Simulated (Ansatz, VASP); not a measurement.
## BiTe: VASP beside Ansatz

```
Bi Te
1.0
     0.00000    3.23500    3.23500
     3.23500    0.00000    3.23500
     3.23500    3.23500    0.00000
Bi Te
1 1
Direct
  0.98068 0.98068 0.01932
  0.50000 0.50000 0.50000
```

Change from the starting cell: all Bi atoms moved +0.125 Å, as atom 1 towards its neighbour atom 2 (Te) at 3.235 Å.

Alike in both runs: task single point; functional PBEsol; k mesh 14 × 14 × 14; occupations gaussian, width 0.15 eV; no spin polarisation.

|  | VASP | Ansatz |
| --- | --- | --- |
| version | VASP 6.6.1 | Ansatz 0.2.0 |
| potentials or method | VASP PAW PBE potentials, release 64 (Bi_d, Te), cutoff 520 eV | scalar-relativistic, plane waves, PAW |
| valence electrons in the cell | 21 | 31 |

|  | VASP | Ansatz | Ansatz less VASP |
| --- | --- | --- | --- |
| gap on the k mesh at the Fermi level (eV) | none | none | - |
| pressure (GPa) | -1.5 | -1.4 | +0.02 |
| traceless stress, the component that is largest in VASP (GPa) | 0.25 | 0.25 | -0.004 |
| rms of the force components (eV/Å) | 0.172 | 0.170 | -0.0014 |

VASP's potentials were made for PBE, not for PBEsol. Atom by atom the forces differ by 0.001 eV/Å (rms over components). A gap of «none» marks a metal or a gap that the smearing closes. VASP's potentials hold 21 valence electrons a cell and Ansatz's 31, so a difference there can come from the potentials and not from the codes.

Neither program's run includes spin-orbit coupling.
